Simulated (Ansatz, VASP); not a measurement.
# GaAs4 in VASP and in Ansatz

```
Ga As
1.0
    -3.03259    3.03259    3.03259
     3.03259   -3.03259    3.03259
     3.03259    3.03259   -3.03259
Ga As
1 4
Cartesian
  0.0000 0.0000 0.0000
  1.5163 1.5163 -1.5163
  -1.5163 1.5163 1.5163
  1.5163 1.5163 1.5163
  1.5163 -1.5163 1.5163
```

Change from the starting cell: species swapped into the NiHg4 type (Im-3m, No. 229).

Alike in both runs: functional PBE; k mesh 10 × 10 × 10; occupations gaussian, width 0.1 eV; no spin polarisation.

Ansatz relaxed the structure, and its values are those at the end. VASP's run is a single point on that final structure, the one shown.

|  | VASP | Ansatz |
| --- | --- | --- |
| version | VASP 6.6.1 | Ansatz 0.2.0 |
| potentials or method | VASP PAW PBE potentials, release 64 (Ga_d, As), cutoff 520 eV | scalar-relativistic, plane waves, PAW |
| valence electrons in the cell | 33 | 73 |

```tsv
	VASP	Ansatz	Ansatz less VASP
gap on the k mesh at the Fermi level (eV)	none	none	-
pressure (GPa)	0.1	0.0	-0.10
```

A gap of «none» marks a metal or a gap that the smearing closes. VASP's potentials hold 33 valence electrons a cell and Ansatz's 73, so a difference there can come from the potentials and not from the codes.
